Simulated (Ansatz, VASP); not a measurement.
**One calculation of In3P, two programs**

File INCAR:

```
SYSTEM = In3P
  PREC = Accurate
  ENCUT = 520
  EDIFF = 1E-6
  ISMEAR = 0
  SIGMA = 0.1
  LREAL = .False.
  LASPH = .True.
  NELM = 60
  ALGO = Normal
  ISIF = 2
  LWAVE = .False.
  LCHARG = .False.
  GGA = PE
  NBANDS = 30
```

KPOINTS

```
regular mesh
0
Gamma
  6 6 6
  0 0 0
```

Contents of POSCAR:

```
In3P
1.0
   -2.2071674100      2.2071674100      4.9072297900
    2.2071674100     -2.2071674100      4.9072297900
    2.2071674100      2.2071674100     -4.9072297900
In P
3 1
Direct
    0.0000000000      0.0000000000      0.0000000000
    0.7500000000      0.2500000000      0.5000000000
    0.2500000000      0.7500000000      0.5000000000
    0.5000000000      0.5000000000      0.0000000000
```

Input for Ansatz:

```yaml
crystal:
  lattice:
    - [-2.20716741, 2.20716741, 4.90722979]
    - [2.20716741, -2.20716741, 4.90722979]
    - [2.20716741, 2.20716741, -4.90722979]
  atoms:
    - { symbol: In, position: [0.0, 0.0, 0.0] }
    - { symbol: In, position: [0.75, 0.25, 0.5] }
    - { symbol: In, position: [0.25, 0.75, 0.5] }
    - { symbol: P, position: [0.5, 0.5, 0.0] }
basis:
  ecutwfc: 420
kpoints:
  mp_grid: { grid: [6, 6, 6] }
hamiltonian:
  xc: pbe
scf:
  occupations: { method: gaussian, width: 0.1 }
  lower_state_search: "off"
output:
  forces: true
  stress: true
  eigenvalues: true
```

Change from the starting cell: species swapped into the TaAl3 type (I4/mmm, No. 139).

Alike in both runs: task single point; functional PBE; k mesh 6 × 6 × 6; occupations gaussian, width 0.1 eV; no spin polarisation.

```csv
,VASP,Ansatz
version,VASP 6.6.1,Ansatz 0.2.0
potentials or method,"VASP PAW PBE potentials, release 64 (In_d, P), cutoff 520 eV","scalar-relativistic, plane waves, PAW"
valence electrons in the cell,44,44
```

|  | VASP | Ansatz | Ansatz less VASP |
| --- | --- | --- | --- |
| gap on the k mesh at the Fermi level (eV) | none | none | - |
| pressure (GPa) | 1.0 | 1.1 | +0.05 |
| traceless stress, the component that is largest in VASP (GPa) | -0.47 | -0.47 | +0.004 |

A gap of «none» marks a metal or a gap that the smearing closes.
